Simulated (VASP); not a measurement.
# Ca (Fm-3m) in VASP: a series of runs

Ca is run at these levels: PBEsol, PBE; tasks: single point.

Everything below comes from runs of VASP 6.6.1. Logs are shortened: lines on timing, memory, paths and dates and some standing lists are left out, and cuts for length are marked.

### Step 1. The cell of the first run

The structure is cubic, space group Fm-3m (No. 225). Conventional cell: a = 5.588 Å, b = 5.588 Å, c = 5.588 Å, α = 90.00°, β = 90.00°, γ = 90.00°. Ca (site symmetry m-3m) has 12 Ca at 3.95 Å within 5.2 Å.

### Step 2. Single point, PBEsol

Input file INCAR:

```
SYSTEM = Ca
PREC = Accurate
ENCUT = 520
EDIFF = 1E-6
ISMEAR = -1
SIGMA = 0.05
LREAL = .False.
LASPH = .True.
NELM = 100
ALGO = Normal
ISIF = 2
LWAVE = .False.
LCHARG = .True.
GGA = PS
LELF = .True.
LVHAR = .True.
NBANDS = 11
```

Input file KPOINTS:

```
regular mesh
0
Gamma
  11 11 11
  0 0 0
```

Input file POSCAR:

```
Ca
1.0
    0.0000000000      2.7942000000      2.7942000000
    2.7942000000      0.0000000000      2.7942000000
    2.7942000000      2.7942000000      0.0000000000
Ca
1
Direct
    0.0000000000      0.0000000000      0.0000000000
```

Potentials or basis: VASP PAW PBE potentials, release 64 (Ca_sv).

Run with:

```
> cat potpaw_PBE.64/Ca_sv/POTCAR > POTCAR
> mpirun -np 1 vasp_std > vasp.out
```

OUTCAR:

```text
SYSTEM = Ca
   PREC = Accurate
   ENCUT = 520
   EDIFF = 1E-6
   ISMEAR = -1
   LREAL = .False.
   LASPH = .True.
   NELM = 100
   ISIF = 2
   GGA = PS

 ion  position               nearest neighbor table
   1  0.000  0.000  0.000-

  LATTYP: Found a face centered cubic cell.
 ALAT       =     5.5884000000

  Lattice vectors:

 A1 = (   0.0000000000,   2.7942000000,   2.7942000000)
 A2 = (   2.7942000000,   0.0000000000,   2.7942000000)
 A3 = (   2.7942000000,   2.7942000000,   0.0000000000)

Analysis of symmetry for initial positions (statically):
=====================================================================
 Subroutine PRICEL returns:
 Original cell was already a primitive cell.

 Routine SETGRP: Setting up the symmetry group for a
 face centered cubic supercell.

 Subroutine GETGRP returns: Found 48 space group operations
 (whereof 48 operations were pure point group operations)
 out of a pool of 48 trial point group operations.

The static configuration has the point symmetry O_h .

Analysis of symmetry for dynamics (positions and initial velocities):
=====================================================================
 Subroutine PRICEL returns:
 Original cell was already a primitive cell.

 Routine SETGRP: Setting up the symmetry group for a
 face centered cubic supercell.

 Subroutine GETGRP returns: Found 48 space group operations
 (whereof 48 operations were pure point group operations)
 out of a pool of 48 trial point group operations.

The dynamic configuration has the point symmetry O_h .

 Subroutine INISYM returns: Found 48 space group operations
 (whereof 48 operations are pure point group operations),
 and found     1 'primitive' translations

----------------------------------------------------------------------------------------

                                     Primitive cell

  volume of cell :      43.6317

  direct lattice vectors                    reciprocal lattice vectors
     0.000000000  2.794200000  2.794200000    -0.178942094  0.178942094  0.178942094
     2.794200000  0.000000000  2.794200000     0.178942094 -0.178942094  0.178942094
     2.794200000  2.794200000  0.000000000     0.178942094  0.178942094 -0.178942094

  length of vectors
     3.951595536  3.951595536  3.951595536     0.309936799  0.309936799  0.309936799

  position of ions in fractional coordinates (direct lattice)
     0.000000000  0.000000000  0.000000000

  ion indices of the primitive-cell ions
   primitive index   ion index
                 1           1

----------------------------------------------------------------------------------------

 KPOINTS: regular mesh

Automatic generation of k-mesh.
 Grid dimensions read from file:
 generate k-points for:   11   11   11

 Generating k-lattice:

  Cartesian coordinates                     Fractional coordinates (reciprocal lattice)
    -0.016267463  0.016267463  0.016267463     0.090909091  0.000000000  0.000000000
     0.016267463 -0.016267463  0.016267463     0.000000000  0.090909091  0.000000000
     0.016267463  0.016267463 -0.016267463     0.000000000  0.000000000  0.090909091

  Length of vectors
     0.028176073  0.028176073  0.028176073

  Shift w.r.t. Gamma in fractional coordinates (k-lattice)
     0.000000000  0.000000000  0.000000000

 Subroutine IBZKPT returns following result:
 ===========================================

 Found     56 irreducible k-points:

 Following reciprocal coordinates:
            Coordinates               Weight
  0.000000  0.000000  0.000000      1.000000
  0.090909  0.000000  0.000000      8.000000
  0.181818  0.000000  0.000000      8.000000
  0.272727  0.000000  0.000000      8.000000
  0.363636  0.000000  0.000000      8.000000
  0.454545  0.000000  0.000000      8.000000
[... 16 lines left out ...]
 -0.272727  0.181818  0.000000     24.000000
 -0.181818  0.181818  0.000000     12.000000
 [... further k-points ...]
   k-points           NKPTS =     56   k-points in BZ     NKDIM =     56   number of bands    NBANDS=     11
   number of dos      NEDOS =    301   number of ions     NIONS =      1
   total plane-waves  NPLWV =  27000
   dimension x,y,z NGX =    30 NGY =   30 NGZ =   30
   dimension x,y,z NGXF=    60 NGYF=   60 NGZF=   60
   ions per type =               1
   NGX,Y,Z   is equivalent  to a cutoff of  12.62, 12.62, 12.62 a.u.
   NGXF,Y,Z  is equivalent  to a cutoff of  25.24, 25.24, 25.24 a.u.
 SYSTEM =  Ca
   PREC   = accura    normal or accurate (medium, high low for compatibility)
   ISTART =      0    job   : 0-new  1-cont  2-samecut
   ICHARG =      2    charge: 1-file 2-atom 10-const
   ISPIN  =      1    spin polarized calculation?
   LNONCOLLINEAR =      F non collinear calculations
   LSORBIT =      F    spin-orbit coupling
   LASPH  =      T    aspherical Exc in radial PAW
   ENCUT  =  520.0 eV  38.22 Ry    6.18 a.u.   7.35  7.35  7.35*2*pi/ulx,y,z
   NELM   =    100;   NELMIN=  2; NELMDL= -5     # of ELM steps
   EDIFF  = 0.1E-05   stopping-criterion for ELM
   LREAL  =      F    real-space projection
   EDIFFG = 0.1E-04   stopping-criterion for IOM
   NSW    =      0    number of steps for IOM
   IBRION =     -1    ionic relax: 0-MD 1-quasi-New 2-CG
   NFREE  =      0    steps in history (QN), initial steepest desc. (CG)
   ISIF   =      2    stress and relaxation
   ISYM   =      2    0-nonsym 1-usesym 2-fastsym
   POTIM  = 0.5000    time-step for ionic-motion
   TEBEG  =    0.0;   TEEND  =   0.0 temperature during run
   PSTRESS=    0.0 pullay stress
   NELECT =      10.0000    total number of electrons
   NUPDOWN=      -1.0000    fix difference up-down
   EMIN   =  10.00;   EMAX   =-10.00  energy-range for DOS
   EFERMI =   0.00;   METHOD = LEGACY
   ISMEAR =    -1;   SIGMA  =   0.05  broadening in eV -4-tet -1-fermi 0-gaus
   EFERMI_NEDOS =   21; number of points for ismear=-14 and -15
   IALGO  =     38    algorithm
   IMIX   =      4    mixing-type and parameters
     AMIX     =   0.40;   BMIX     =  1.00
     AMIX_MAG =   1.60;   BMIX_MAG =  1.00
  volume/ion in A,a.u.               =      43.63       294.44
  Fermi-wavevector in a.u.,A,eV,Ry     =   1.001861  1.893242 13.656506  1.003725
  Thomas-Fermi vector in A             =   2.134310
   LORBIT       =      0    0 simple, 1 ext, 2 COOP (PROOUT), +10 PAW based schemes
   GGA     = PS    functional components
   LHFCALC =     F    Hartree Fock is set to
   AEXX    =    0.0000 exact exchange contribution
   IVDW    =     0    specifies the selected vdW correction
   LEPSILON=     F    determine dielectric tensor
   LRPA    =     F    only Hartree local field effects (RPA)
 non-spin polarized calculation
  energy-cutoff  :      520.00
  volume of cell :       43.63
 maximum number of plane-waves:      1211
 NGX is ok and might be reduce to    30
   NGX = 15   NGY = 15   NGZ = 15

 number of electron      10.0000000 magnetization

 number of electron       9.9999997 magnetization

 Free energy of the ion-electron system (eV)
  ---------------------------------------------------
  ext. energy  EPLUGINS =         0.00000000
  ---------------------------------------------------
  free energy    TOTEN  =        -2.12882475 eV

  energy without entropy =       -2.11764352  energy(sigma->0) =       -2.12323414

 E-fermi :   1.7575     XC(G=0):  -7.7053

 val. band max:        1.6784154179   @ k =  -0.3636   0.4545   0.0909
 cond. band min:       1.7628506293   @ k =   0.4545   0.0000   0.0000
 fundamental gap:      0.0844352114
 Fermi energy:         1.7575115092

 k-point     1 :       0.0000    0.0000    0.0000
  band No.  band energies     occupation
      1     -40.1585      2.00000
      2     -21.1542      2.00000
      3     -21.1542      2.00000
      4     -21.1542      2.00000
      5      -2.2120      2.00000
      6       4.0435      0.00000
      7       4.0435      0.00000
      8       4.0435      0.00000
      9       5.0799      0.00000
     10       5.0799      0.00000
     11      10.7473      0.00000

 k-point     2 :       0.0909    0.0000    0.0000
  band No.  band energies     occupation
      1     -40.1576      2.00000
      2     -21.1642      2.00000
      3     -21.1556      2.00000
      4     -21.1556      2.00000
      5      -2.0745      2.00000
      6       3.8979      0.00000
      7       4.0945      0.00000
      8       4.0945      0.00000
      9       5.0370      0.00000
     10       5.0370      0.00000
     11      10.8865      0.00000

 k-point     3 :       0.1818    0.0000    0.0000
  band No.  band energies     occupation
      1     -40.1551      2.00000
      2     -21.1909      2.00000
      3     -21.1592      2.00000
      4     -21.1592      2.00000
      5      -1.6726      2.00000
      6       3.5219      0.00000
      7       4.1828      0.00000
      8       4.1828      0.00000
      9       4.9969      0.00000
     10       4.9969      0.00000
     11       9.9980      0.00000

 k-point     4 :       0.2727    0.0000    0.0000
  band No.  band energies     occupation
      1     -40.1518      2.00000
      2     -21.2256      2.00000
      3     -21.1641      2.00000
      4     -21.1641      2.00000
      5      -1.0402      2.00000
      6       3.0157      0.00000
      7       4.1538      0.00000
      8       4.1538      0.00000
      9       5.1519      0.00000
     10       5.1519      0.00000
     11       8.6036      0.00000
[... 239 lines left out ...]
 k-point    22 :      -0.3636    0.1818    0.0000
  band No.  band energies     occupation
      1     -40.1458      2.00000
      2     -21.2600      2.00000
      3     -21.1981      2.00000
      4     -21.1744      2.00000
      5       0.7188      2.00000
      6       2.1219      0.00137
      7       3.3845      0.00000
      8       4.2630      0.00000
      9       5.3853      0.00000
     10       5.9973      0.00000
     11       6.9729      0.00000

 k-point    23 :      -0.2727    0.1818    0.0000
  band No.  band energies     occupation
      1     -40.1478      2.00000
      2     -21.2431      2.00000
      3     -21.1941      2.00000
      4     -21.1686      2.00000
      5      -0.1012      2.00000
      6       2.6992      0.00000
      7       3.4975      0.00000
      8       4.3605      0.00000
      9       4.9685      0.00000
     10       5.8616      0.00000
     11       7.8963      0.00000

 k-point    24 :      -0.1818    0.1818    0.0000
  band No.  band energies     occupation
      1     -40.1506      2.00000
      2     -21.2224      2.00000
      3     -21.1831      2.00000
      4     -21.1630      2.00000
      5      -0.8290      2.00000
      6       3.0642      0.00000
      7       3.8012      0.00000
      8       4.5319      0.00000
      9       4.5933      0.00000
     10       5.5468      0.00000
     11       8.9940      0.00000

 [... further k-points ...]

------------------------ aborting loop because EDIFF is reached ----------------------------------------

  FORCE on cell =-STRESS in cart. coord.  units (eV):
  Direction    XX          YY          ZZ          XY          YZ          ZX
  --------------------------------------------------------------------------------------
  -------------------------------------------------------------------------------------
  Total       -0.3192542     -0.3192542     -0.3192542      0.0000000      0.0000000      0.0000000
  in kB      -11.7231616    -11.7231616    -11.7231616      0.0000000      0.0000000      0.0000000
  external PRESSURE =     -11.7231616 kB  Pullay stress =       0.0000000 kB

 VOLUME and BASIS-vectors are now :
 -----------------------------------------------------------------------------
  energy-cutoff  :      520.00
  volume of cell :       43.63
      direct lattice vectors                 reciprocal lattice vectors
     0.000000000  2.794200000  2.794200000    -0.178942094  0.178942094  0.178942094
     2.794200000  0.000000000  2.794200000     0.178942094 -0.178942094  0.178942094
     2.794200000  2.794200000  0.000000000     0.178942094  0.178942094 -0.178942094

 POSITION                                       TOTAL-FORCE (eV/Angst)
 -----------------------------------------------------------------------------------
      0.00000      0.00000      0.00000        -0.000000      0.000000     -0.000000
 -----------------------------------------------------------------------------------
    total drift:                               -0.000000     -0.000000      0.000000

  FREE ENERGIE OF THE ION-ELECTRON SYSTEM (eV)
  ---------------------------------------------------
  free  energy   TOTEN  =        -2.1288247540 eV

  energy  without entropy=       -2.1176435212  energy(sigma->0) =       -2.12323414
```

Run time: 18 s. Hardware: 1 thread of Intel Xeon Platinum 8488C (Sapphire Rapids), shared host; peak memory 0.18 GiB.

Results:

```
Free energy            : -2.1288 eV
Pressure               : -1.2 GPa
Band gap on the k mesh : zero (bands 5 and 6 overlap by 0.30 eV)
```

Caveat: the PAW data sets were made with another functional, which shifts forces and pressure a little.

### Step 3. Single point, PBE

Input file INCAR:

```
PREC = Accurate
ENCUT = 520
EDIFF = 1E-7
ISMEAR = -1
SIGMA = 0.05
LREAL = F
LASPH = T
NELM = 80
ALGO = Normal
ISIF = 2
LWAVE = F
LCHARG = F
GGA = PE
NBANDS = 11
```

Input file KPOINTS:

```
regular mesh
0
Gamma
  11 11 11
```

POSCAR is that of step 2.

Potentials or basis: VASP PAW PBE potentials, release 64 (Ca_sv).

Run with:

```
> cat potpaw_PBE.64/Ca_sv/POTCAR > POTCAR
> mpirun -np 1 vasp_std > vasp.out
```

OUTCAR:

```text
PREC = Accurate
   ENCUT = 520
   EDIFF = 1E-7
   ISMEAR = -1
   LREAL = F
   LASPH = T
   NELM = 80
   ISIF = 2
   GGA = PE

 ion  position               nearest neighbor table
   1  0.000  0.000  0.000-

  LATTYP: Found a face centered cubic cell.
 ALAT       =     5.5884000000

  Lattice vectors:

 A1 = (   0.0000000000,   2.7942000000,   2.7942000000)
 A2 = (   2.7942000000,   0.0000000000,   2.7942000000)
 A3 = (   2.7942000000,   2.7942000000,   0.0000000000)

Analysis of symmetry for initial positions (statically):
=====================================================================
 Subroutine PRICEL returns:
 Original cell was already a primitive cell.

 Routine SETGRP: Setting up the symmetry group for a
 face centered cubic supercell.

 Subroutine GETGRP returns: Found 48 space group operations
 (whereof 48 operations were pure point group operations)
 out of a pool of 48 trial point group operations.

The static configuration has the point symmetry O_h .

Analysis of symmetry for dynamics (positions and initial velocities):
=====================================================================
 Subroutine PRICEL returns:
 Original cell was already a primitive cell.

 Routine SETGRP: Setting up the symmetry group for a
 face centered cubic supercell.

 Subroutine GETGRP returns: Found 48 space group operations
 (whereof 48 operations were pure point group operations)
 out of a pool of 48 trial point group operations.

The dynamic configuration has the point symmetry O_h .

 Subroutine INISYM returns: Found 48 space group operations
 (whereof 48 operations are pure point group operations),
 and found     1 'primitive' translations

----------------------------------------------------------------------------------------

                                     Primitive cell

  volume of cell :      43.6317

  direct lattice vectors                    reciprocal lattice vectors
[... 112 lines left out ...]
   AEXX    =    0.0000 exact exchange contribution
   IVDW    =     0    specifies the selected vdW correction
   LEPSILON=     F    determine dielectric tensor
   LRPA    =     F    only Hartree local field effects (RPA)
 non-spin polarized calculation
  energy-cutoff  :      520.00
  volume of cell :       43.63
 maximum number of plane-waves:      1211
 NGX is ok and might be reduce to    30
   NGX = 15   NGY = 15   NGZ = 15

 number of electron      10.0000000 magnetization

 number of electron       9.9999997 magnetization

 Free energy of the ion-electron system (eV)
  ---------------------------------------------------
  ext. energy  EPLUGINS =         0.00000000
  ---------------------------------------------------
  free energy    TOTEN  =        -1.93332577 eV

  energy without entropy =       -1.92217382  energy(sigma->0) =       -1.92774979

 E-fermi :   1.8264     XC(G=0):  -7.6332

 val. band max:        1.7485792677   @ k =  -0.3636   0.4545   0.0909
 cond. band min:       1.8300107549   @ k =   0.4545   0.0000   0.0000
 fundamental gap:      0.0814314872
 Fermi energy:         1.8263811659

 k-point     1 :       0.0000    0.0000    0.0000
  band No.  band energies     occupation
      1     -40.2646      2.00000
      2     -21.1854      2.00000
      3     -21.1854      2.00000
      4     -21.1854      2.00000
      5      -2.1365      2.00000
      6       4.1218      0.00000
      7       4.1218      0.00000
      8       4.1218      0.00000
      9       5.1501      0.00000
     10       5.1501      0.00000
     11      10.8040      0.00000
[... 309 lines left out ...]
 k-point    24 :      -0.1818    0.1818    0.0000
  band No.  band energies     occupation
      1     -40.2569      2.00000
      2     -21.2524      2.00000
      3     -21.2139      2.00000
      4     -21.1941      2.00000
      5      -0.7548      2.00000
      6       3.1420      0.00000
      7       3.8766      0.00000
      8       4.6041      0.00000
      9       4.6686      0.00000
     10       5.6144      0.00000
     11       9.0667      0.00000

 [... further k-points ...]

------------------------ aborting loop because EDIFF is reached ----------------------------------------

  FORCE on cell =-STRESS in cart. coord.  units (eV):
  Direction    XX          YY          ZZ          XY          YZ          ZX
  --------------------------------------------------------------------------------------
  -------------------------------------------------------------------------------------
  Total       -0.1487670     -0.1487670     -0.1487670      0.0000000      0.0000000     -0.0000000
  in kB       -5.4627940     -5.4627940     -5.4627940      0.0000000      0.0000000     -0.0000000
  external PRESSURE =      -5.4627940 kB  Pullay stress =       0.0000000 kB

 VOLUME and BASIS-vectors are now :
 -----------------------------------------------------------------------------
  energy-cutoff  :      520.00
  volume of cell :       43.63
      direct lattice vectors                 reciprocal lattice vectors
     0.000000000  2.794200000  2.794200000    -0.178942094  0.178942094  0.178942094
     2.794200000  0.000000000  2.794200000     0.178942094 -0.178942094  0.178942094
     2.794200000  2.794200000  0.000000000     0.178942094  0.178942094 -0.178942094

 POSITION                                       TOTAL-FORCE (eV/Angst)
 -----------------------------------------------------------------------------------
      0.00000      0.00000      0.00000        -0.000000      0.000000      0.000000
 -----------------------------------------------------------------------------------
    total drift:                               -0.000000     -0.000000      0.000000

  FREE ENERGIE OF THE ION-ELECTRON SYSTEM (eV)
  ---------------------------------------------------
  free  energy   TOTEN  =        -1.9333257704 eV

  energy  without entropy=       -1.9221738162  energy(sigma->0) =       -1.92774979
```

stdout:

```text
POSCAR found type information on POSCAR Ca
 POSCAR found :  1 types and       1 ions
 scaLAPACK will be used
 LDA part: xc-table for (Slater+PW92), standard interpolation
 POSCAR, INCAR and KPOINTS ok, starting setup
 FFT: planning ... GRIDC
 FFT: planning ... GRID_SOFT
 FFT: planning ... GRID
 WAVECAR not read
 entering main loop
```

Run time: 22 s. Hardware: 1 thread of Intel Xeon Platinum 8488C (Sapphire Rapids), shared host; peak memory 0.17 GiB.

Results:

```
Free energy            : -1.9333 eV
Pressure               : -0.5 GPa
Band gap on the k mesh : zero (bands 5 and 6 overlap by 0.30 eV)
```

(Continued in part 2 of 2.)
